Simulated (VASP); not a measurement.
# TePt2Se (P-6m2) in VASP: notebook

The runs below take TePt2Se through relaxation of cell and atoms, single point, with PBE.

Everything below comes from runs of VASP 6.6.1. Logs are shortened: lines on timing, memory, paths and dates and some standing lists are left out, and cuts for length are marked.

**1. The cell of the first run**

The structure is hexagonal, space group P-6m2 (No. 187). The conventional cell has a = 4.146 Å, b = 4.146 Å, c = 5.581 Å, α = 90.00°, β = 90.00°, γ = 120.00°. Within 3.7 Å of Te (site symmetry -6m2) lie 6 Pt at 2.78 Å and 6 Se at 3.68 Å. Pt (site symmetry 3m) has 2 Pt at 2.75 to 2.83 Å and 3 Se at 2.76 Å and 3 Te at 2.78 Å within 3.6 Å. Within 3.6 Å of Se (site symmetry -6m2) lie 6 Pt at 2.76 Å.

**2. Relaxation of cell and atoms, PBE**

The input, INCAR:

```
PREC = Accurate ; ENCUT = 600
EDIFF = 1E-7 ; ISMEAR = -1
SIGMA = 0.15 ; LREAL = False
LASPH = True ; NELM = 100
ALGO = Normal ; ISIF = 3
LWAVE = False ; LCHARG = False
GGA = PE ; IBRION = 2
NSW = 80 ; EDIFFG = -0.001
```

The input, KPOINTS:

```
regular mesh
0
Gamma
  12 12 8
```

The input, POSCAR:

```
TePt2Se
1.0
    4.1460658094      0.0000000000      0.0000000000
   -2.0730329047      3.5905983167      0.0000000000
    0.0000000000      0.0000000000      5.5808792149
Te Pt Se
1 2 1
Direct
    0.3333333333      0.6666666667      0.5000000000
    0.6666666667      0.3333333333      0.7534651320
    0.6666666667      0.3333333333      0.2465348680
    0.0000000000      0.0000000000      0.0000000000
```

Potentials or basis: VASP PAW PBE potentials, release 64 (Te, Pt, Se).

Run with:

```
$ cat potpaw_PBE.64/Te/POTCAR potpaw_PBE.64/Pt/POTCAR potpaw_PBE.64/Se/POTCAR > POTCAR
$ mpirun -np 1 vasp_std > vasp.out
```

OUTCAR:

```text
PREC = Accurate
   ENCUT = 600
   EDIFF = 1E-7
   ISMEAR = -1
   LREAL = False
   LASPH = True
   NELM = 100
   ISIF = 3
   GGA = PE
   IBRION = 2
   NSW = 80
   EDIFFG = -0.001

 ion  position               nearest neighbor table
   1  0.333  0.667  0.500-   2 2.78   3 2.78   2 2.78   3 2.78   2 2.78   3 2.78
   2  0.667  0.333  0.753-   3 2.75   4 2.76   4 2.76   4 2.76   1 2.78   1 2.78   1 2.78   3 2.83

   3  0.667  0.333  0.247-   2 2.75   4 2.76   4 2.76   4 2.76   1 2.78   1 2.78   1 2.78   2 2.83

   4  0.000  0.000  0.000-   2 2.76   3 2.76   2 2.76   3 2.76   2 2.76   3 2.76

  LATTYP: Found a hexagonal cell.
 ALAT       =     4.1460658094
 C/A-ratio  =     1.3460662400

  Lattice vectors:

 A1 = (   4.1460658094,   0.0000000000,   0.0000000000)
 A2 = (  -2.0730329047,   3.5905983167,   0.0000000000)
 A3 = (   0.0000000000,   0.0000000000,   5.5808792149)

Analysis of symmetry for initial positions (statically):
=====================================================================
 Subroutine PRICEL returns:
 Original cell was already a primitive cell.

 Routine SETGRP: Setting up the symmetry group for a
 hexagonal supercell.

 Subroutine GETGRP returns: Found 12 space group operations
 (whereof 12 operations were pure point group operations)
 out of a pool of 24 trial point group operations.

The static configuration has the point symmetry D_3h.

Analysis of symmetry for dynamics (positions and initial velocities):
=====================================================================
 Subroutine PRICEL returns:
 Original cell was already a primitive cell.

 Routine SETGRP: Setting up the symmetry group for a
 hexagonal supercell.

 Subroutine GETGRP returns: Found 12 space group operations
 (whereof 12 operations were pure point group operations)
 out of a pool of 24 trial point group operations.

The dynamic configuration has the point symmetry D_3h.

 Subroutine INISYM returns: Found 12 space group operations
 (whereof 12 operations are pure point group operations),
 and found     1 'primitive' translations

----------------------------------------------------------------------------------------

                                     Primitive cell

  volume of cell :      83.0818

  direct lattice vectors                    reciprocal lattice vectors
     4.146065809  0.000000000  0.000000000     0.241192505  0.139252558  0.000000000
    -2.073032905  3.590598317  0.000000000     0.000000000  0.278505116  0.000000000
     0.000000000  0.000000000  5.580879215     0.000000000  0.000000000  0.179183236

  length of vectors
     4.146065809  4.146065809  5.580879215     0.278505116  0.278505116  0.179183236

  position of ions in fractional coordinates (direct lattice)
     0.333333333  0.666666667  0.500000000
     0.666666667  0.333333333  0.753465132
     0.666666667  0.333333333  0.246534868
     0.000000000  0.000000000  0.000000000

  ion indices of the primitive-cell ions
   primitive index   ion index
                 1           1
                 2           2
                 3           3
                 4           4

----------------------------------------------------------------------------------------

 KPOINTS: regular mesh

Automatic generation of k-mesh.
 Grid dimensions read from file:
 generate k-points for:   12   12    8

 Generating k-lattice:

  Cartesian coordinates                     Fractional coordinates (reciprocal lattice)
     0.020099375  0.011604380  0.000000000     0.083333333  0.000000000  0.000000000
     0.000000000  0.023208760  0.000000000     0.000000000  0.083333333  0.000000000
     0.000000000  0.000000000  0.022397905     0.000000000  0.000000000  0.125000000

  Length of vectors
     0.023208760  0.023208760  0.022397905

  Shift w.r.t. Gamma in fractional coordinates (k-lattice)
     0.000000000  0.000000000  0.000000000

 Subroutine IBZKPT returns following result:
 ===========================================

 Found     95 irreducible k-points:

 Following reciprocal coordinates:
            Coordinates               Weight
  0.000000  0.000000  0.000000      1.000000
  0.083333  0.000000  0.000000      6.000000
  0.166667  0.000000  0.000000      6.000000
  0.250000  0.000000  0.000000      6.000000
  0.333333 -0.000000  0.000000      6.000000
  0.416667 -0.000000  0.000000      6.000000
[... 16 lines left out ...]
  0.250000  0.000000  0.125000     12.000000
  0.333333 -0.000000  0.125000     12.000000
 [... further k-points ...]
   k-points           NKPTS =     95   k-points in BZ     NKDIM =     95   number of bands    NBANDS=     20
   number of dos      NEDOS =    301   number of ions     NIONS =      4
   total plane-waves  NPLWV =  62208
   dimension x,y,z NGX =    36 NGY =   36 NGZ =   48
   dimension x,y,z NGXF=    72 NGYF=   72 NGZF=   96
   ions per type =               1   2   1
   NGX,Y,Z   is equivalent  to a cutoff of  14.44, 14.44, 14.30 a.u.
   NGXF,Y,Z  is equivalent  to a cutoff of  28.87, 28.87, 28.60 a.u.
 SYSTEM =  unknown system
   PREC   = accura    normal or accurate (medium, high low for compatibility)
   ISTART =      0    job   : 0-new  1-cont  2-samecut
   ICHARG =      2    charge: 1-file 2-atom 10-const
   ISPIN  =      1    spin polarized calculation?
   LNONCOLLINEAR =      F non collinear calculations
   LSORBIT =      F    spin-orbit coupling
   LASPH  =      T    aspherical Exc in radial PAW
   ENCUT  =  600.0 eV  44.10 Ry    6.64 a.u.   8.28  8.28 11.15*2*pi/ulx,y,z
   NELM   =    100;   NELMIN=  2; NELMDL= -5     # of ELM steps
   EDIFF  = 0.1E-06   stopping-criterion for ELM
   LREAL  =      F    real-space projection
   EDIFFG = -.1E-02   stopping-criterion for IOM
   NSW    =     80    number of steps for IOM
   IBRION =      2    ionic relax: 0-MD 1-quasi-New 2-CG
   NFREE  =      1    steps in history (QN), initial steepest desc. (CG)
   ISIF   =      3    stress and relaxation
   ISYM   =      2    0-nonsym 1-usesym 2-fastsym
   POTIM  = 0.5000    time-step for ionic-motion
   TEBEG  =    0.0;   TEEND  =   0.0 temperature during run
   PSTRESS=    0.0 pullay stress
   NELECT =      32.0000    total number of electrons
   NUPDOWN=      -1.0000    fix difference up-down
   EMIN   =  10.00;   EMAX   =-10.00  energy-range for DOS
   EFERMI =   0.00;   METHOD = LEGACY
   ISMEAR =    -1;   SIGMA  =   0.15  broadening in eV -4-tet -1-fermi 0-gaus
   EFERMI_NEDOS =   21; number of points for ismear=-14 and -15
   IALGO  =     38    algorithm
   IMIX   =      4    mixing-type and parameters
     AMIX     =   0.40;   BMIX     =  1.00
     AMIX_MAG =   1.60;   BMIX_MAG =  1.00
  volume/ion in A,a.u.               =      20.77       140.17
  Fermi-wavevector in a.u.,A,eV,Ry     =   1.191122  2.250894 19.303563  1.418772
  Thomas-Fermi vector in A             =   2.327191
   LORBIT       =      0    0 simple, 1 ext, 2 COOP (PROOUT), +10 PAW based schemes
   GGA     = PE    functional components
   LHFCALC =     F    Hartree Fock is set to
   AEXX    =    0.0000 exact exchange contribution
   IVDW    =     0    specifies the selected vdW correction
   LEPSILON=     F    determine dielectric tensor
   LRPA    =     F    only Hartree local field effects (RPA)
 conjugate gradient relaxation of ions
 non-spin polarized calculation
  energy-cutoff  :      600.00
  volume of cell :       83.08
 maximum number of plane-waves:      2800
 NGX is ok and might be reduce to    36
   NGX = 17   NGY = 17   NGZ = 23

--------------------------------------- Ionic step        1  -------------------------------------------

 number of electron      32.0000004 magnetization

 Free energy of the ion-electron system (eV)
  ---------------------------------------------------
  ext. energy  EPLUGINS =         0.00000000
  ---------------------------------------------------
  free energy    TOTEN  =       -19.44489163 eV

  energy without entropy =      -19.27151996  energy(sigma->0) =      -19.35820580

------------------------ aborting loop because EDIFF is reached ----------------------------------------

  FORCE on cell =-STRESS in cart. coord.  units (eV):
  Direction    XX          YY          ZZ          XY          YZ          ZX
  --------------------------------------------------------------------------------------
  -------------------------------------------------------------------------------------
  Total       -0.0441883     -0.0441883      0.0164579      0.0000000      0.0000000      0.0000000
  in kB       -0.8521432     -0.8521432      0.3173802      0.0000000      0.0000000      0.0000000
  external PRESSURE =      -0.4623020 kB  Pullay stress =       0.0000000 kB
[... 95 lines left out ...]
  FREE ENERGIE OF THE ION-ELECTRON SYSTEM (eV)
  ---------------------------------------------------
  free  energy   TOTEN  =       -19.4449144678 eV

  energy  without entropy=      -19.2716706261  energy(sigma->0) =      -19.35829255

[... ionic steps 4 to 7 ...]

--------------------------------------- Ionic step        8  -------------------------------------------

 number of electron      32.0000004 magnetization

------------------------ aborting loop because EDIFF is reached ----------------------------------------

  FORCE on cell =-STRESS in cart. coord.  units (eV):
  Direction    XX          YY          ZZ          XY          YZ          ZX
  --------------------------------------------------------------------------------------
  -------------------------------------------------------------------------------------
  Total        0.0024646      0.0024646     -0.0014064      0.0000000     -0.0000000     -0.0000000
  in kB        0.0475503      0.0475503     -0.0271339      0.0000000     -0.0000000     -0.0000000
  external PRESSURE =       0.0226556 kB  Pullay stress =       0.0000000 kB
[... 61 lines left out ...]
  energy  without entropy=      -19.2716440223  energy(sigma->0) =      -19.35828309

--------------------------------------- Ionic step       10  -------------------------------------------

 number of electron      32.0000004 magnetization

 Free energy of the ion-electron system (eV)
  ---------------------------------------------------
  ext. energy  EPLUGINS =         0.00000000
  ---------------------------------------------------
  free energy    TOTEN  =       -19.44492208 eV

  energy without entropy =      -19.27162779  energy(sigma->0) =      -19.35827494

 E-fermi :   8.1269     XC(G=0): -11.1100

 val. band max:        8.1247421400   @ k =   0.1667   0.1667   0.3750
 cond. band min:       8.1304171749   @ k =   0.1667   0.0000   0.1250
 fundamental gap:      0.0056750348
 Fermi energy:         8.1269048497

 k-point     1 :       0.0000    0.0000    0.0000
  band No.  band energies     occupation
      1      -6.3648      2.00000
      2      -3.9693      2.00000
      3       1.1974      2.00000
      4       2.2409      2.00000
      5       2.2409      2.00000
      6       2.8957      2.00000
[... 12 lines left out ...]
     19      10.3491      0.00000
[... 513 lines left out ...]
      4       2.2940      2.00000
      5       2.4739      2.00000
      6       3.3215      2.00000
[... 12 lines left out ...]
     19      10.9974      0.00000
     20      11.9025      0.00000

 [... further k-points ...]
[... 5 lines left out ...]
  --------------------------------------------------------------------------------------
  -------------------------------------------------------------------------------------
  Total       -0.0020878     -0.0020878     -0.0015346      0.0000000     -0.0000000      0.0000000
  in kB       -0.0402790     -0.0402790     -0.0296049      0.0000000     -0.0000000      0.0000000
  external PRESSURE =      -0.0367209 kB  Pullay stress =       0.0000000 kB
[... 19 lines left out ...]
  FREE ENERGIE OF THE ION-ELECTRON SYSTEM (eV)
  ---------------------------------------------------
  free  energy   TOTEN  =       -19.4449220839 eV

  energy  without entropy=      -19.2716277918  energy(sigma->0) =      -19.35827494

 reached required accuracy - stopping structural energy minimisation
```

Run time: 6.9 min. Hardware: 1 thread of Intel Xeon Platinum 8488C (Sapphire Rapids), shared host; peak memory 0.4 GiB.

What came out:

```yaml
Free_energy: -19.4449 eV
Relaxed_volume: 20.76 Å³/atom
Relaxed_cell: a = 4.144 Å, b = 4.144 Å, c = 5.584 Å, α = 90.00°, β = 90.00°, γ = 120.00°
Space_group_after_relaxing_to_0.05_Å: P-6m2 (No. 187)
Energy_gained_by_relaxing: 0.0 meV/atom
Ionic_steps: 10
Pressure_after_relaxing: 0.0 GPa
Band_gap_on_the_k_mesh: zero (band 16 reaches 8.84 eV, above the bottom of band 17 at 7.53 eV)
```

Final structure:
```xyz
4
Lattice="4.1439 0.0000 0.0000 -2.0720 3.5888 0.0000 0.0000 0.0000 5.5843" Properties=species:S:1:pos:R:3 pbc="T T T"
Te    0.0000    2.3925    2.7922
Pt    2.0720    1.1963    4.2074
Pt    2.0720    1.1963    1.3769
Se    0.0000    0.0000    0.0000
```

Levels at points of the mesh, in eV from the Fermi level:
```
           k point  band 14  band 15  band 16  band 17  band 18  band 19
(0.00, 0.00, 0.00)    -1.71    -0.31     0.71     0.91     2.22     2.22
(0.50, 0.00, 0.00)    -1.89    -1.71    -1.61     1.43     2.24     3.67
(0.00, 0.00, 0.50)    -2.31     0.46     0.46     1.39     1.39     3.91
(0.50, 0.00, 0.50)    -2.55    -0.56     0.07     0.24     0.45     2.20
```

Caveat: spin-orbit coupling is left out, which moves the levels of the heavy elements.

**3. Single point, PBE**

The input, INCAR:

```
  PREC = Accurate
  ENCUT = 520
  EDIFF = 1E-6
  ISMEAR = 0
  SIGMA = 0.1
  LREAL = False
  LASPH = True
  NELM = 100
  ALGO = Normal
  ISIF = 2
  LWAVE = False
  LCHARG = False
  GGA = PE
  NBANDS = 24
```

KPOINTS is that of step 2.

POSCAR is that of step 2.

Potentials or basis: VASP PAW PBE potentials, release 64 (Te, Pt, Se).

Run with:

```
$ cat potpaw_PBE.64/Te/POTCAR potpaw_PBE.64/Pt/POTCAR potpaw_PBE.64/Se/POTCAR > POTCAR
$ mpirun -np 1 vasp_std > vasp.out
```

OUTCAR:

```text
PREC = Accurate
   ENCUT = 520
   EDIFF = 1E-6
   ISMEAR = 0
   LREAL = False
   LASPH = True
   NELM = 100
   ISIF = 2
   GGA = PE

 ion  position               nearest neighbor table
   1  0.333  0.667  0.500-   2 2.78   3 2.78   2 2.78   3 2.78   2 2.78   3 2.78
   2  0.667  0.333  0.753-   3 2.75   4 2.76   4 2.76   4 2.76   1 2.78   1 2.78   1 2.78   3 2.83

   3  0.667  0.333  0.247-   2 2.75   4 2.76   4 2.76   4 2.76   1 2.78   1 2.78   1 2.78   2 2.83

   4  0.000  0.000  0.000-   2 2.76   3 2.76   2 2.76   3 2.76   2 2.76   3 2.76

  LATTYP: Found a hexagonal cell.
 ALAT       =     4.1460658094
 C/A-ratio  =     1.3460662400

  Lattice vectors:

 A1 = (   4.1460658094,   0.0000000000,   0.0000000000)
 A2 = (  -2.0730329047,   3.5905983167,   0.0000000000)
 A3 = (   0.0000000000,   0.0000000000,   5.5808792149)

Analysis of symmetry for initial positions (statically):
=====================================================================
 Subroutine PRICEL returns:
 Original cell was already a primitive cell.
[... 172 lines left out ...]

  energy without entropy =      -19.34652129  energy(sigma->0) =      -19.35350135

 E-fermi :   8.1003     XC(G=0): -11.1074

 val. band max:        8.0939332445   @ k =   0.2500   0.0000   0.3750
 cond. band min:       8.1026129582   @ k =   0.4167  -0.0000   0.5000
 fundamental gap:      0.0086797137
 Fermi energy:         8.1003152831

 k-point     1 :       0.0000    0.0000    0.0000
  band No.  band energies     occupation
      1      -6.3669      2.00000
      2      -3.9717      2.00000
      3       1.1997      2.00000
      4       2.2366      2.00000
      5       2.2366      2.00000
      6       2.8875      2.00000
[... 637 lines left out ...]
     23      15.1193      0.00000
     24      16.0804      0.00000

 [... further k-points ...]

------------------------ aborting loop because EDIFF is reached ----------------------------------------

  FORCE on cell =-STRESS in cart. coord.  units (eV):
  Direction    XX          YY          ZZ          XY          YZ          ZX
  --------------------------------------------------------------------------------------
  -------------------------------------------------------------------------------------
  Total       -0.1079744     -0.1079744     -0.1134705      0.0000000     -0.0000000      0.0000000
  in kB       -2.0822168     -2.0822168     -2.1882041      0.0000000     -0.0000000      0.0000000
  external PRESSURE =      -2.1175459 kB  Pullay stress =       0.0000000 kB

 VOLUME and BASIS-vectors are now :
 -----------------------------------------------------------------------------
  energy-cutoff  :      520.00
  volume of cell :       83.08
      direct lattice vectors                 reciprocal lattice vectors
     4.146065809  0.000000000  0.000000000     0.241192505  0.139252558  0.000000000
    -2.073032905  3.590598317  0.000000000     0.000000000  0.278505116  0.000000000
     0.000000000  0.000000000  5.580879215     0.000000000  0.000000000  0.179183236

 POSITION                                       TOTAL-FORCE (eV/Angst)
 -----------------------------------------------------------------------------------
     -0.00000      2.39373      2.79044        -0.000000      0.000000      0.000000
      2.07303      1.19687      4.20500         0.000000     -0.000000     -0.010426
      2.07303      1.19687      1.37588         0.000000     -0.000000      0.010426
      0.00000      0.00000      0.00000         0.000000     -0.000000      0.000000
 -----------------------------------------------------------------------------------
    total drift:                               -0.000000      0.000000      0.000000

  FREE ENERGIE OF THE ION-ELECTRON SYSTEM (eV)
  ---------------------------------------------------
  free  energy   TOTEN  =       -19.3604814178 eV

  energy  without entropy=      -19.3465212862  energy(sigma->0) =      -19.35350135
```

It took 95 s on 1 thread of Intel Xeon Platinum 8488C (Sapphire Rapids), shared host; peak memory 0.34 GiB.

Results:

- Free energy: -19.3605 eV
- Pressure: -0.2 GPa
- Largest force: 0.010 eV/Å
- Band gap on the k mesh: zero (band 16 reaches 8.85 eV, above the bottom of band 17 at 7.52 eV)

Forces on the atoms (eV/Å):
```
Te   0.000  0.000  0.000
Pt   0.000  0.000 -0.010
Pt   0.000  0.000  0.010
Se   0.000  0.000  0.000
```

Caveat: spin-orbit coupling is left out, which moves the levels of the heavy elements.

(Part 1 of 2 ends here.)
